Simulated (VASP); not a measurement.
# Zr3S2 (R-3c) in VASP: a series of runs

The runs below take Zr3S2 through relaxation of cell and atoms, single point, with PBE.

Program: VASP 6.6.1. These are calculated values, not measurements. Logs are shortened: lines on timing, memory, paths and dates and some standing lists are left out, and cuts for length are marked.

## 1. The cell of the first run

Symmetry: R-3c, No. 167, trigonal system. Conventional cell: a = 6.390 Å, b = 6.390 Å, c = 17.445 Å, α = 90.00°, β = 90.00°, γ = 120.00°. Within 3.3 Å of Zr (site symmetry 2) lie 4 S at 2.49 to 2.65 Å. S (site symmetry 3) has 6 Zr at 2.49 to 2.65 Å within 3.3 Å.

## 2. Relaxation of cell and atoms, PBE

INCAR reads:

```
SYSTEM = Zr3S2
  ALGO = Normal
  EDIFF = 1E-7
  EDIFFG = -0.04
  ENCUT = 600
  GGA = PE
  IBRION = 2
  ISIF = 3
  ISMEAR = 0
  LASPH = .True.
  LCHARG = .False.
  LREAL = .False.
  LWAVE = .False.
  NELM = 80
  NSW = 90
  PREC = Accurate
  SIGMA = 0.1
```

KPOINTS reads:

```
k-points
0
Gamma
  3 3 3
  0 0 0
```

POSCAR reads:

```
Zr3S2
1.0
    3.1948589651      1.8445526835      5.8151230904
   -3.1948589651      1.8445526835      5.8151230904
    0.0000000000     -3.6891053671      5.8151230904
Zr S
6 4
Direct
    0.0562500000      0.4437500000      0.7500000000
    0.7500000000      0.0562500000      0.4437500000
    0.4437500000      0.7500000000      0.0562500000
    0.9437500000      0.5562500000      0.2500000000
    0.2500000000      0.9437500000      0.5562500000
    0.5562500000      0.2500000000      0.9437500000
    0.8521800000      0.8521800000      0.8521800000
    0.6478200000      0.6478200000      0.6478200000
    0.1478200000      0.1478200000      0.1478200000
    0.3521800000      0.3521800000      0.3521800000
```

Potentials or basis: VASP PAW PBE potentials, release 64 (Zr_sv, S).

Launch:

```bash
$ cat potpaw_PBE.64/Zr_sv/POTCAR potpaw_PBE.64/S/POTCAR > POTCAR
$ mpirun -np 1 vasp_std > vasp.out
```

OUTCAR:

```text
SYSTEM = Zr3S2
   EDIFF = 1E-7
   EDIFFG = -0.04
   ENCUT = 600
   GGA = PE
   IBRION = 2
   ISIF = 3
   ISMEAR = 0
   LASPH = .True.
   LREAL = .False.
   NELM = 80
   NSW = 90
   PREC = Accurate

 ion  position               nearest neighbor table
   1  0.056  0.444  0.750-   9 2.49  10 2.49   7 2.65   8 2.65   2 3.39   3 3.39   4 3.52   4 3.52
                             5 3.66   6 3.66   6 3.66   5 3.66   3 3.85   2 3.85   3 3.85   2 3.85
   2  0.750  0.056  0.444-  10 2.49   9 2.49   8 2.65   7 2.65   1 3.39   3 3.39   5 3.52   5 3.52
                             4 3.66   4 3.66   6 3.66   6 3.66   1 3.85   3 3.85   3 3.85   1 3.85
   3  0.444  0.750  0.056-   9 2.49  10 2.49   7 2.65   8 2.65   1 3.39   2 3.39   6 3.52   6 3.52
                             4 3.66   4 3.66   5 3.66   5 3.66   1 3.85   2 3.85   2 3.85   1 3.85
   4  0.944  0.556  0.250-   7 2.49   8 2.49   9 2.65  10 2.65   6 3.39   5 3.39   1 3.52   1 3.52
                             2 3.66   3 3.66   2 3.66   3 3.66   6 3.85   5 3.85   6 3.85   5 3.85
   5  0.250  0.944  0.556-   8 2.49   7 2.49  10 2.65   9 2.65   4 3.39   6 3.39   2 3.52   2 3.52
                             1 3.66   1 3.66   3 3.66   3 3.66   4 3.85   6 3.85   6 3.85   4 3.85
   6  0.556  0.250  0.944-   7 2.49   8 2.49   9 2.65  10 2.65   4 3.39   5 3.39   3 3.52   3 3.52
                             1 3.66   1 3.66   2 3.66   2 3.66   4 3.85   5 3.85   5 3.85   4 3.85
   7  0.852  0.852  0.852-   6 2.49   5 2.49   4 2.49   3 2.65   1 2.65   2 2.65
   8  0.648  0.648  0.648-   5 2.49   6 2.49   4 2.49   2 2.65   1 2.65   3 2.65
   9  0.148  0.148  0.148-   3 2.49   2 2.49   1 2.49   6 2.65   4 2.65   5 2.65
  10  0.352  0.352  0.352-   2 2.49   3 2.49   1 2.49   5 2.65   4 2.65   6 2.65

  LATTYP: Found a trigonal (rhomboedric) cell.
 ALAT       =     6.8865924059
 COS(alpha) =     0.5695481095

  Lattice vectors:

 A1 = (   3.1948589651,   1.8445526835,   5.8151230904)
 A2 = (  -3.1948589651,   1.8445526835,   5.8151230904)
 A3 = (   0.0000000000,  -3.6891053671,   5.8151230904)

Analysis of symmetry for initial positions (statically):
=====================================================================
 Subroutine PRICEL returns:
 Original cell was already a primitive cell.

 Routine SETGRP: Setting up the symmetry group for a
 trigonal (rhombohedral) supercell.

 Subroutine GETGRP returns: Found 12 space group operations
 (whereof  6 operations were pure point group operations)
 out of a pool of 12 trial point group operations.

The static configuration has the point symmetry S_6 .
 The point group associated with its full space group is D_3d.

Analysis of symmetry for dynamics (positions and initial velocities):
=====================================================================
 Subroutine PRICEL returns:
 Original cell was already a primitive cell.

 Routine SETGRP: Setting up the symmetry group for a
 trigonal (rhombohedral) supercell.

 Subroutine GETGRP returns: Found 12 space group operations
 (whereof  6 operations were pure point group operations)
 out of a pool of 12 trial point group operations.

The dynamic configuration has the point symmetry S_6 .
 The point group associated with its full space group is D_3d.

 Subroutine INISYM returns: Found 12 space group operations
 (whereof  6 operations are pure point group operations),
 and found     1 'primitive' translations

----------------------------------------------------------------------------------------

                                     Primitive cell

  volume of cell :     205.6141

  direct lattice vectors                    reciprocal lattice vectors
     3.194858965  1.844552683  5.815123090     0.156501431  0.090356143  0.057321802
    -3.194858965  1.844552683  5.815123090    -0.156501431  0.090356143  0.057321802
     0.000000000 -3.689105367  5.815123090     0.000000000 -0.180712287  0.057321802

  length of vectors
     6.886592406  6.886592406  6.886592406     0.189585652  0.189585652  0.189585652

  position of ions in fractional coordinates (direct lattice)
     0.056250000  0.443750000  0.750000000
     0.750000000  0.056250000  0.443750000
     0.443750000  0.750000000  0.056250000
     0.943750000  0.556250000  0.250000000
     0.250000000  0.943750000  0.556250000
     0.556250000  0.250000000  0.943750000
     0.852180000  0.852180000  0.852180000
     0.647820000  0.647820000  0.647820000
     0.147820000  0.147820000  0.147820000
     0.352180000  0.352180000  0.352180000

  ion indices of the primitive-cell ions
   primitive index   ion index
                 1           1
                 2           2
                 3           3
                 4           4
                 5           5
                 6           6
                 7           7
                 8           8
                 9           9
                10          10

----------------------------------------------------------------------------------------

 KPOINTS: k-points

Automatic generation of k-mesh.
 Grid dimensions read from file:
 generate k-points for:    3    3    3

 Generating k-lattice:

  Cartesian coordinates                     Fractional coordinates (reciprocal lattice)
     0.052167144  0.030118714  0.019107267     0.333333333 -0.000000000 -0.000000000
    -0.052167144  0.030118714  0.019107267    -0.000000000  0.333333333 -0.000000000
     0.000000000 -0.060237429  0.019107267    -0.000000000 -0.000000000  0.333333333

  Length of vectors
     0.063195217  0.063195217  0.063195217

  Shift w.r.t. Gamma in fractional coordinates (k-lattice)
     0.000000000  0.000000000  0.000000000

 Subroutine IBZKPT returns following result:
 ===========================================

 Found      6 irreducible k-points:

 Following reciprocal coordinates:
            Coordinates               Weight
  0.000000  0.000000  0.000000      1.000000
  0.333333 -0.000000 -0.000000      6.000000
  0.333333  0.333333 -0.000000      6.000000
 -0.333333  0.333333  0.000000      6.000000
  0.333333  0.333333  0.333333      2.000000
 -0.333333  0.333333  0.333333      6.000000
   k-points           NKPTS =      6   k-points in BZ     NKDIM =      6   number of bands    NBANDS=     57
   number of dos      NEDOS =    301   number of ions     NIONS =     10
   total plane-waves  NPLWV = 175616
   dimension x,y,z NGX =    56 NGY =   56 NGZ =   56
   dimension x,y,z NGXF=   112 NGYF=  112 NGZF=  112
   ions per type =               6   4
   NGX,Y,Z   is equivalent  to a cutoff of  13.52, 13.52, 13.52 a.u.
   NGXF,Y,Z  is equivalent  to a cutoff of  27.04, 27.04, 27.04 a.u.
 SYSTEM =  Zr3S2
   PREC   = accura    normal or accurate (medium, high low for compatibility)
   ISTART =      0    job   : 0-new  1-cont  2-samecut
   ICHARG =      2    charge: 1-file 2-atom 10-const
   ISPIN  =      1    spin polarized calculation?
   LNONCOLLINEAR =      F non collinear calculations
   LSORBIT =      F    spin-orbit coupling
   LASPH  =      T    aspherical Exc in radial PAW
   ENCUT  =  600.0 eV  44.10 Ry    6.64 a.u.  13.75 13.75 13.75*2*pi/ulx,y,z
   NELM   =     80;   NELMIN=  2; NELMDL= -5     # of ELM steps
   EDIFF  = 0.1E-06   stopping-criterion for ELM
   LREAL  =      F    real-space projection
   EDIFFG = -.4E-01   stopping-criterion for IOM
   NSW    =     90    number of steps for IOM
   IBRION =      2    ionic relax: 0-MD 1-quasi-New 2-CG
   NFREE  =      1    steps in history (QN), initial steepest desc. (CG)
   ISIF   =      3    stress and relaxation
   ISYM   =      2    0-nonsym 1-usesym 2-fastsym
   POTIM  = 0.5000    time-step for ionic-motion
   TEBEG  =    0.0;   TEEND  =   0.0 temperature during run
   PSTRESS=    0.0 pullay stress
   NELECT =      96.0000    total number of electrons
   NUPDOWN=      -1.0000    fix difference up-down
   EMIN   =  10.00;   EMAX   =-10.00  energy-range for DOS
   EFERMI =   0.00;   METHOD = LEGACY
   ISMEAR =     0;   SIGMA  =   0.10  broadening in eV -4-tet -1-fermi 0-gaus
   EFERMI_NEDOS =   21; number of points for ismear=-14 and -15
   IALGO  =     38    algorithm
   IMIX   =      4    mixing-type and parameters
     AMIX     =   0.40;   BMIX     =  1.00
     AMIX_MAG =   1.60;   BMIX_MAG =  1.00
  volume/ion in A,a.u.               =      20.56       138.76
  Fermi-wavevector in a.u.,A,eV,Ry     =   1.270031  2.400010 21.945903  1.612978
  Thomas-Fermi vector in A             =   2.403040
   LORBIT       =      0    0 simple, 1 ext, 2 COOP (PROOUT), +10 PAW based schemes
   GGA     = PE    functional components
   LHFCALC =     F    Hartree Fock is set to
   AEXX    =    0.0000 exact exchange contribution
   IVDW    =     0    specifies the selected vdW correction
   LEPSILON=     F    determine dielectric tensor
   LRPA    =     F    only Hartree local field effects (RPA)
 conjugate gradient relaxation of ions
 non-spin polarized calculation
 Gauss-broadening in eV      SIGMA  =   0.10
  energy-cutoff  :      600.00
  volume of cell :      205.61
 maximum number of plane-waves:      6899
   NGX = 27   NGY = 27   NGZ = 27

--------------------------------------- Ionic step        1  -------------------------------------------

 number of electron      95.9999997 magnetization

 Free energy of the ion-electron system (eV)
  ---------------------------------------------------
  ext. energy  EPLUGINS =         0.00000000
  ---------------------------------------------------
  free energy    TOTEN  =       -78.96834355 eV

  energy without entropy =      -78.93499436  energy(sigma->0) =      -78.95166896

------------------------ aborting loop because EDIFF is reached ----------------------------------------

  FORCE on cell =-STRESS in cart. coord.  units (eV):
  Direction    XX          YY          ZZ          XY          YZ          ZX
  --------------------------------------------------------------------------------------
  -------------------------------------------------------------------------------------
  Total       -2.8388577     -2.8388577     -5.4262734      0.0000000      0.0000000      0.0000000
  in kB      -22.1208233    -22.1208233    -42.2823714      0.0000000      0.0000000      0.0000000
  external PRESSURE =     -28.8413394 kB  Pullay stress =       0.0000000 kB
[... 113 lines left out ...]
  FREE ENERGIE OF THE ION-ELECTRON SYSTEM (eV)
  ---------------------------------------------------
  free  energy   TOTEN  =       -79.1670407059 eV

  energy  without entropy=      -79.1336082576  energy(sigma->0) =      -79.15032448

[... ionic steps 4 to 9 ...]

--------------------------------------- Ionic step       10  -------------------------------------------

 number of electron      96.0000000 magnetization

------------------------ aborting loop because EDIFF is reached ----------------------------------------

  FORCE on cell =-STRESS in cart. coord.  units (eV):
  Direction    XX          YY          ZZ          XY          YZ          ZX
  --------------------------------------------------------------------------------------
  -------------------------------------------------------------------------------------
  Total       -0.1238181     -0.1238181      0.6025491      0.0000000     -0.0000000      0.0000000
  in kB       -1.0007091     -1.0007091      4.8698560      0.0000000     -0.0000000      0.0000000
  external PRESSURE =       0.9561459 kB  Pullay stress =       0.0000000 kB
[... 73 lines left out ...]
  energy  without entropy=      -79.4844659942  energy(sigma->0) =      -79.50199510

--------------------------------------- Ionic step       12  -------------------------------------------

 number of electron      96.0000000 magnetization

 Free energy of the ion-electron system (eV)
  ---------------------------------------------------
  ext. energy  EPLUGINS =         0.00000000
  ---------------------------------------------------
  free energy    TOTEN  =       -79.52102199 eV

  energy without entropy =      -79.48564248  energy(sigma->0) =      -79.50333223

 E-fermi :   9.4298     XC(G=0): -11.0319

 val. band max:        9.4059673433   @ k =   0.3333  -0.0000  -0.0000
 cond. band min:       9.4358710531   @ k =  -0.3333   0.3333   0.3333
 fundamental gap:      0.0299037098
 Fermi energy:         9.4297591199

 k-point     1 :       0.0000    0.0000    0.0000
  band No.  band energies     occupation
      1     -39.9578      2.00000
      2     -39.9220      2.00000
      3     -39.9123      2.00000
      4     -39.9123      2.00000
      5     -39.9087      2.00000
      6     -39.9087      2.00000
[... 386 lines left out ...]
  FREE ENERGIE OF THE ION-ELECTRON SYSTEM (eV)
  ---------------------------------------------------
  free  energy   TOTEN  =       -79.5210219871 eV

  energy  without entropy=      -79.4856424756  energy(sigma->0) =      -79.50333223

 reached required accuracy - stopping structural energy minimisation
```

It took 9.9 min on 1 thread of Intel Xeon 6975P-C (Granite Rapids), shared host; peak memory 0.48 GiB.

What came out:

```yaml
Free_energy: -79.5210 eV
Relaxed_volume: 19.87 Å³/atom
Relaxed_cell: a = 6.925 Å, b = 6.925 Å, c = 6.925 Å, α = 53.41°, β = 53.41°, γ = 53.41°
Space_group_after_relaxing_to_0.05_Å: R-3c (No. 167)
Energy_gained_by_relaxing: 55.3 meV/atom
Ionic_steps: 12
Pressure_after_relaxing: -0.2 GPa
Largest_force_after_relaxing: 0.007 eV/Å
Band_gap_on_the_k_mesh: zero (band 48 reaches 9.62 eV, above the bottom of band 49 at 9.04 eV)
```

Forces in eV/Å, atoms in the order of the input:
```
Zr   0.002  0.000  0.000
Zr  -0.001  0.002  0.000
Zr  -0.001 -0.002  0.000
Zr  -0.002  0.000  0.000
Zr   0.001 -0.002  0.000
Zr   0.001  0.002  0.000
S    0.000  0.000 -0.007
S    0.000  0.000  0.007
S    0.000  0.000  0.007
S    0.000  0.000 -0.007
```

Step by step:
| step | energy change (eV) | largest force (eV/Å) | pressure (GPa) | volume (Å³) |
| --- | --- | --- | --- | --- |
| 1 | 0.0000 | 1.1802 | -2.88 | 205.61 |
| 2 | -0.1809 | 0.4603 | 3.71 | 194.78 |
| 3 | -0.1987 | 0.6475 | 2.04 | 197.16 |
| 4 | -0.3159 | 0.5099 | 0.07 | 200.03 |
| 5 | -0.3220 | 0.5640 | -0.43 | 200.84 |
| 6 | -0.4362 | 0.3153 | -1.00 | 201.09 |
| 7 | -0.5183 | 0.1300 | -1.86 | 201.50 |
| 8 | -0.4779 | 0.0937 | 3.93 | 192.45 |
| 9 | -0.5433 | 0.1063 | 0.22 | 198.01 |
| 10 | -0.5507 | 0.0224 | 0.10 | 198.24 |
| 11 | -0.5512 | 0.0649 | 0.06 | 198.31 |
| 12 | -0.5527 | 0.0072 | -0.16 | 198.65 |

Final structure:
```xyz
10
Lattice="3.1124 1.7969 5.9200 -3.1124 1.7969 5.9200 0.0000 -3.5938 5.9200" Properties=species:S:1:pos:R:3 pbc="T T T"
Zr   -1.0949   -1.7969    7.4000
Zr    2.1036   -0.0498    7.4000
Zr   -1.0087    1.8467    7.4000
Zr    1.0949    1.7969   10.3599
Zr   -2.1036    0.0498   10.3599
Zr    1.0087   -1.8467   10.3599
S     0.0000    0.0000   14.9171
S     0.0000    0.0000   11.7227
S     0.0000    0.0000    2.8428
S     0.0000    0.0000    6.0372
```

Levels at points of the mesh, in eV from the Fermi level:
```tsv
k point	band 45	band 46	band 47	band 48	band 49	band 50	band 51	band 52
(0.00, 0.00, 0.00)	-0.60	-0.49	-0.49	-0.39	-0.39	-0.16	-0.16	0.20
```

Caveat: the k points lie up to 0.41 Å⁻¹ apart in the final cell.

(Part 1 of 2 ends here.)
